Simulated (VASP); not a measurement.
Wanted: the native input for a VASP 6.6.1 run.

```yaml
Task: single point
Functional: PBE
Potentials_or_basis: VASP PAW PBE potentials, release 64 (Be, Se, Zn)
Cutoff: 520 eV
k_mesh: 6 × 6 × 4
Occupations: fermi-dirac, width 0.02 eV
Spin: no spin polarisation
Dipole_correction: no
Further_INCAR_settings: ALGO = Normal; EDIFF = 1e-06; NBANDS = 21
```

The structure of BeZnSe2 lies in POSCAR:

```
BeZnSe2
1.0
    3.8384543077      0.0000000000      0.0000000000
    0.0000000000      3.8384543077      0.0000000000
    0.0000000000      0.0000000000      5.5132846358
Be Se Zn
1 2 1
Direct
    0.0000000000      0.0000000000      0.0000000000
    0.0000000000      0.5000000000      0.2228143512
    0.5000000000      0.0000000000      0.7771856488
    0.5000000000      0.5000000000      0.5000000000
```

These files were run (other wordings do the same):

INCAR

```
SYSTEM = BeZnSe2
PREC = Accurate
ENCUT = 520
EDIFF = 1E-6
ISMEAR = -1
SIGMA = 0.02
LREAL = .FALSE.
LASPH = .TRUE.
NELM = 100
ALGO = Normal
ISIF = 2
LWAVE = .FALSE.
LCHARG = .FALSE.
GGA = PE
NBANDS = 21
```

KPOINTS

```
regular mesh
0
G
  6 6 4
  0 0 0
```

Potentials or basis: VASP PAW PBE potentials, release 64 (Be, Se, Zn).

Run with:

```sh
$ cat potpaw_PBE.64/Be/POTCAR potpaw_PBE.64/Se/POTCAR potpaw_PBE.64/Zn/POTCAR > POTCAR
$ mpirun -np 1 vasp_std > vasp.out
```

Results of the run:

```
Pressure               : 0.2 GPa
Largest force          : 0.013 eV/Å
Band gap on the k mesh : 2.27 eV, direct
```

It took 45 s on 1 thread of Intel(R) Xeon(R) Platinum 8259CL CPU @ 2.50GHz (Skylake/Cascade Lake), with other jobs on the host, peak memory 0.21 GiB.
